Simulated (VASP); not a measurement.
# SiAu3 (Fm-3m) in VASP: further runs

Runs on SiAu3. Level: PBE. Tasks: single point.

Program: VASP 6.6.1. These are calculated values, not measurements. Logs are shortened: lines on timing, memory, paths and dates and some standing lists are left out, and cuts for length are marked.

## 1. The cell of the first run

The structure is cubic, space group Fm-3m (No. 225). The conventional cell has a = 6.483 Å, b = 6.483 Å, c = 6.483 Å, α = 90.00°, β = 90.00°, γ = 90.00°. Within 3.7 Å of Si (site symmetry m-3m) lie 14 Au at 2.81 to 3.24 Å. Au (site symmetry -43m) has 4 Si at 2.81 Å and 10 Au at 2.81 to 3.24 Å within 3.7 Å. Au (site symmetry m-3m) has 8 Au at 2.81 Å and 6 Si at 3.24 Å within 3.7 Å.

## 2. Single point, PBE

File INCAR:

```
PREC = Accurate ; ENCUT = 520
EDIFF = 1E-6 ; ISMEAR = -1
SIGMA = 0.1 ; LREAL = False
LASPH = True ; NELM = 60
ALGO = Normal ; ISIF = 2
LWAVE = False ; LCHARG = False
GGA = PE ; NBANDS = 26
```

File KPOINTS:

```
Automatic mesh
0
Gamma
  6 6 6
```

File POSCAR:

```
SiAu3
1.0
    0.0000000000      3.2413267455      3.2413267455
    3.2413267455      0.0000000000      3.2413267455
    3.2413267455      3.2413267455      0.0000000000
Si Au
1 3
Direct
    0.0000000000      0.0000000000      0.0000000000
    0.2500000000      0.2500000000      0.2500000000
    0.7500000000      0.7500000000      0.7500000000
    0.5000000000      0.5000000000      0.5000000000
```

Potentials or basis: VASP PAW PBE potentials, release 64 (Si, Au).

Started as:

```
$ cat potpaw_PBE.64/Si/POTCAR potpaw_PBE.64/Au/POTCAR > POTCAR
$ mpirun -np 1 vasp_std > vasp.out
```

OUTCAR:

```text
PREC = Accurate
   ENCUT = 520
   EDIFF = 1E-6
   ISMEAR = -1
   LREAL = False
   LASPH = True
   NELM = 60
   ISIF = 2
   GGA = PE

 ion  position               nearest neighbor table
   1  0.000  0.000  0.000-   3 2.81   3 2.81   3 2.81   2 2.81   3 2.81   2 2.81   2 2.81   2 2.81
                             4 3.24   4 3.24   4 3.24   4 3.24   4 3.24   4 3.24
   2  0.250  0.250  0.250-   1 2.81   1 2.81   1 2.81   1 2.81   4 2.81   4 2.81   4 2.81   4 2.81
                             3 3.24   3 3.24   3 3.24   3 3.24   3 3.24   3 3.24
   3  0.750  0.750  0.750-   4 2.81   4 2.81   4 2.81   1 2.81   4 2.81   1 2.81   1 2.81   1 2.81
                             2 3.24   2 3.24   2 3.24   2 3.24   2 3.24   2 3.24
   4  0.500  0.500  0.500-   2 2.81   2 2.81   2 2.81   2 2.81   3 2.81   3 2.81   3 2.81   3 2.81
                             1 3.24   1 3.24   1 3.24   1 3.24   1 3.24   1 3.24

  LATTYP: Found a face centered cubic cell.
 ALAT       =     6.4826534910

  Lattice vectors:

 A1 = (   0.0000000000,   3.2413267455,   3.2413267455)
 A2 = (   3.2413267455,   0.0000000000,   3.2413267455)
 A3 = (   3.2413267455,   3.2413267455,   0.0000000000)

Analysis of symmetry for initial positions (statically):
=====================================================================
 Subroutine PRICEL returns:
 Original cell was already a primitive cell.

 Routine SETGRP: Setting up the symmetry group for a
 face centered cubic supercell.

 Subroutine GETGRP returns: Found 48 space group operations
 (whereof 48 operations were pure point group operations)
 out of a pool of 48 trial point group operations.

The static configuration has the point symmetry O_h .

Analysis of symmetry for dynamics (positions and initial velocities):
=====================================================================
 Subroutine PRICEL returns:
 Original cell was already a primitive cell.

 Routine SETGRP: Setting up the symmetry group for a
 face centered cubic supercell.

 Subroutine GETGRP returns: Found 48 space group operations
 (whereof 48 operations were pure point group operations)
 out of a pool of 48 trial point group operations.

The dynamic configuration has the point symmetry O_h .

 Subroutine INISYM returns: Found 48 space group operations
 (whereof 48 operations are pure point group operations),
 and found     1 'primitive' translations

----------------------------------------------------------------------------------------

                                     Primitive cell

  volume of cell :      68.1080

  direct lattice vectors                    reciprocal lattice vectors
     0.000000000  3.241326745  3.241326745    -0.154257821  0.154257821  0.154257821
     3.241326745  0.000000000  3.241326745     0.154257821 -0.154257821  0.154257821
     3.241326745  3.241326745  0.000000000     0.154257821  0.154257821 -0.154257821

  length of vectors
     4.583928244  4.583928244  4.583928244     0.267182383  0.267182383  0.267182383

  position of ions in fractional coordinates (direct lattice)
     0.000000000  0.000000000  0.000000000
     0.250000000  0.250000000  0.250000000
     0.750000000  0.750000000  0.750000000
     0.500000000  0.500000000  0.500000000

  ion indices of the primitive-cell ions
   primitive index   ion index
                 1           1
                 2           2
                 3           3
                 4           4

----------------------------------------------------------------------------------------

 KPOINTS: Automatic mesh

Automatic generation of k-mesh.
 Grid dimensions read from file:
 generate k-points for:    6    6    6

 Generating k-lattice:

  Cartesian coordinates                     Fractional coordinates (reciprocal lattice)
    -0.025709637  0.025709637  0.025709637     0.166666667  0.000000000  0.000000000
     0.025709637 -0.025709637  0.025709637     0.000000000  0.166666667  0.000000000
     0.025709637  0.025709637 -0.025709637     0.000000000  0.000000000  0.166666667

  Length of vectors
     0.044530397  0.044530397  0.044530397

  Shift w.r.t. Gamma in fractional coordinates (k-lattice)
     0.000000000  0.000000000  0.000000000

 Subroutine IBZKPT returns following result:
 ===========================================

 Found     16 irreducible k-points:

 Following reciprocal coordinates:
            Coordinates               Weight
  0.000000  0.000000  0.000000      1.000000
  0.166667  0.000000  0.000000      8.000000
  0.333333  0.000000  0.000000      8.000000
  0.500000  0.000000  0.000000      4.000000
  0.166667  0.166667  0.000000      6.000000
  0.333333  0.166667  0.000000     24.000000
[... 8 lines left out ...]
 -0.333333  0.333333  0.166667     24.000000
 -0.333333  0.500000  0.166667     12.000000
   k-points           NKPTS =     16   k-points in BZ     NKDIM =     16   number of bands    NBANDS=     26
   number of dos      NEDOS =    301   number of ions     NIONS =      4
   total plane-waves  NPLWV =  46656
   dimension x,y,z NGX =    36 NGY =   36 NGZ =   36
   dimension x,y,z NGXF=    72 NGYF=   72 NGZF=   72
   ions per type =               1   3
   NGX,Y,Z   is equivalent  to a cutoff of  13.06, 13.06, 13.06 a.u.
   NGXF,Y,Z  is equivalent  to a cutoff of  26.11, 26.11, 26.11 a.u.
 SYSTEM =  unknown system
   PREC   = accura    normal or accurate (medium, high low for compatibility)
   ISTART =      0    job   : 0-new  1-cont  2-samecut
   ICHARG =      2    charge: 1-file 2-atom 10-const
   ISPIN  =      1    spin polarized calculation?
   LNONCOLLINEAR =      F non collinear calculations
   LSORBIT =      F    spin-orbit coupling
   LASPH  =      T    aspherical Exc in radial PAW
   ENCUT  =  520.0 eV  38.22 Ry    6.18 a.u.   8.52  8.52  8.52*2*pi/ulx,y,z
   NELM   =     60;   NELMIN=  2; NELMDL= -5     # of ELM steps
   EDIFF  = 0.1E-05   stopping-criterion for ELM
   LREAL  =      F    real-space projection
   EDIFFG = 0.1E-04   stopping-criterion for IOM
   NSW    =      0    number of steps for IOM
   IBRION =     -1    ionic relax: 0-MD 1-quasi-New 2-CG
   NFREE  =      0    steps in history (QN), initial steepest desc. (CG)
   ISIF   =      2    stress and relaxation
   ISYM   =      2    0-nonsym 1-usesym 2-fastsym
   POTIM  = 0.5000    time-step for ionic-motion
   TEBEG  =    0.0;   TEEND  =   0.0 temperature during run
   PSTRESS=    0.0 pullay stress
   NELECT =      37.0000    total number of electrons
   NUPDOWN=      -1.0000    fix difference up-down
   EMIN   =  10.00;   EMAX   =-10.00  energy-range for DOS
   EFERMI =   0.00;   METHOD = LEGACY
   ISMEAR =    -1;   SIGMA  =   0.10  broadening in eV -4-tet -1-fermi 0-gaus
   EFERMI_NEDOS =   21; number of points for ismear=-14 and -15
   IALGO  =     38    algorithm
   IMIX   =      4    mixing-type and parameters
     AMIX     =   0.40;   BMIX     =  1.00
     AMIX_MAG =   1.60;   BMIX_MAG =  1.00
  volume/ion in A,a.u.               =      17.03       114.90
  Fermi-wavevector in a.u.,A,eV,Ry     =   1.335804  2.524303 24.277843  1.784371
  Thomas-Fermi vector in A             =   2.464479
   LORBIT       =      0    0 simple, 1 ext, 2 COOP (PROOUT), +10 PAW based schemes
   GGA     = PE    functional components
   LHFCALC =     F    Hartree Fock is set to
   AEXX    =    0.0000 exact exchange contribution
   IVDW    =     0    specifies the selected vdW correction
   LEPSILON=     F    determine dielectric tensor
   LRPA    =     F    only Hartree local field effects (RPA)
 non-spin polarized calculation
  energy-cutoff  :      520.00
  volume of cell :       68.11
 maximum number of plane-waves:      1853
 NGX is ok and might be reduce to    36
   NGX = 17   NGY = 17   NGZ = 17

 number of electron      37.0000004 magnetization

 Free energy of the ion-electron system (eV)
  ---------------------------------------------------
  ext. energy  EPLUGINS =         0.00000000
  ---------------------------------------------------
  free energy    TOTEN  =       -14.42704662 eV

  energy without entropy =      -14.38945596  energy(sigma->0) =      -14.40825129

 E-fermi :   9.8270     XC(G=0): -12.1833

 val. band max:        9.3166819102   @ k =  -0.1667   0.1667   0.0000
 cond. band min:       9.8348900592   @ k =   0.5000   0.1667   0.0000
 fundamental gap:      0.5182081490
 Fermi energy:         9.8269877048

 k-point     1 :       0.0000    0.0000    0.0000
  band No.  band energies     occupation
      1      -1.8117      2.00000
      2       2.9106      2.00000
      3       2.9106      2.00000
      4       3.1504      2.00000
      5       3.1504      2.00000
      6       3.1504      2.00000
[... 18 lines left out ...]
     25      15.9722      0.00000
     26      15.9722      0.00000

 k-point     2 :       0.1667    0.0000    0.0000
  band No.  band energies     occupation
      1      -1.4851      2.00000
      2       2.8201      2.00000
      3       2.8790      2.00000
      4       2.8790      2.00000
      5       3.3887      2.00000
      6       3.3887      2.00000
[... 18 lines left out ...]
     25      16.2307      0.00000
     26      16.2307      0.00000

 k-point     3 :       0.3333    0.0000    0.0000
  band No.  band energies     occupation
      1      -0.6058      2.00000
      2       2.2679      2.00000
      3       3.0133      2.00000
      4       3.0133      2.00000
      5       3.5808      2.00000
      6       3.5955      2.00000
[... 18 lines left out ...]
     25      17.2101      0.00000
     26      17.2101      0.00000

 k-point     4 :       0.5000    0.0000    0.0000
  band No.  band energies     occupation
      1       0.2033      2.00000
      2       1.5449      2.00000
      3       3.1509      2.00000
      4       3.1509      2.00000
      5       3.4575      2.00000
      6       3.6112      2.00000
[... 18 lines left out ...]
     25      17.8756      0.00000
     26      18.2179      0.00000

 k-point     5 :       0.1667    0.1667    0.0000
  band No.  band energies     occupation
      1      -1.3773      2.00000
      2       2.3826      2.00000
      3       3.0936      2.00000
      4       3.2508      2.00000
      5       3.2508      2.00000
      6       3.3527      2.00000
[... 18 lines left out ...]
     25      15.9922      0.00000
     26      17.9609      0.00000

 k-point     6 :       0.3333    0.1667    0.0000
  band No.  band energies     occupation
      1      -0.6917      2.00000
      2       2.0529      2.00000
      3       3.2224      2.00000
      4       3.2309      2.00000
      5       3.4051      2.00000
      6       3.4471      2.00000
[... 195 lines left out ...]
 k-point    13 :       0.5000    0.5000    0.0000
  band No.  band energies     occupation
      1       0.3862      2.00000
      2       2.0183      2.00000
      3       2.6012      2.00000
      4       2.9625      2.00000
      5       3.5959      2.00000
      6       3.5959      2.00000
[... 18 lines left out ...]
     25      18.6487      0.00000
     26      18.6487      0.00000

 k-point    14 :       0.5000    0.3333    0.1667
  band No.  band energies     occupation
      1      -0.0206      2.00000
      2       1.9295      2.00000
      3       2.9113      2.00000
      4       3.2699      2.00000
      5       3.4338      2.00000
      6       3.6285      2.00000
[... 18 lines left out ...]
     25      17.9809      0.00000
     26      19.0498      0.00000

 k-point    15 :      -0.3333    0.3333    0.1667
  band No.  band energies     occupation
      1       0.3902      2.00000
      2       2.1059      2.00000
      3       2.5973      2.00000
      4       3.0669      2.00000
      5       3.6194      2.00000
      6       3.7141      2.00000
[... 18 lines left out ...]
     25      17.2284      0.00000
     26      18.6733      0.00000

 k-point    16 :      -0.3333    0.5000    0.1667
  band No.  band energies     occupation
      1       0.4558      2.00000
      2       2.2178      2.00000
      3       2.4840      2.00000
      4       2.9232      2.00000
      5       3.6896      2.00000
      6       3.8318      2.00000
[... 18 lines left out ...]
     25      17.9761      0.00000
     26      18.5766      0.00000

------------------------ aborting loop because EDIFF is reached ----------------------------------------

  FORCE on cell =-STRESS in cart. coord.  units (eV):
  Direction    XX          YY          ZZ          XY          YZ          ZX
  --------------------------------------------------------------------------------------
  -------------------------------------------------------------------------------------
  Total        1.8526041      1.8526041      1.8526041     -0.0000000     -0.0000000      0.0000000
  in kB       43.5807581     43.5807581     43.5807581     -0.0000000     -0.0000000      0.0000000
  external PRESSURE =      43.5807581 kB  Pullay stress =       0.0000000 kB

 VOLUME and BASIS-vectors are now :
 -----------------------------------------------------------------------------
  energy-cutoff  :      520.00
  volume of cell :       68.11
      direct lattice vectors                 reciprocal lattice vectors
     0.000000000  3.241326745  3.241326745    -0.154257821  0.154257821  0.154257821
     3.241326745  0.000000000  3.241326745     0.154257821 -0.154257821  0.154257821
     3.241326745  3.241326745  0.000000000     0.154257821  0.154257821 -0.154257821

 POSITION                                       TOTAL-FORCE (eV/Angst)
 -----------------------------------------------------------------------------------
      0.00000      0.00000      0.00000         0.000000     -0.000000      0.000000
      1.62066      1.62066      1.62066         0.000000      0.000000      0.000000
      4.86199      4.86199      4.86199        -0.000000     -0.000000     -0.000000
      3.24133      3.24133      3.24133         0.000000     -0.000000      0.000000
 -----------------------------------------------------------------------------------
    total drift:                                0.000000      0.000000      0.000000

  FREE ENERGIE OF THE ION-ELECTRON SYSTEM (eV)
  ---------------------------------------------------
  free  energy   TOTEN  =       -14.4270466150 eV

  energy  without entropy=      -14.3894559581  energy(sigma->0) =      -14.40825129
```

Wall time 31 s (1 thread of Intel Xeon 8259CL, shared host); peak memory 0.21 GiB.

Results:

```yaml
Free_energy: -14.4270 eV
Pressure: 4.4 GPa
Band_gap_on_the_k_mesh: zero (an odd number of electrons rules out a gap without spin polarisation)
```

Caveat: the cell stands under pressure; spin-orbit coupling is left out, which moves the levels of the heavy elements.

(Part 1 of 2 ends here.)

The gap in the log of VASP goes by the Fermi energy; the results here count the filled bands.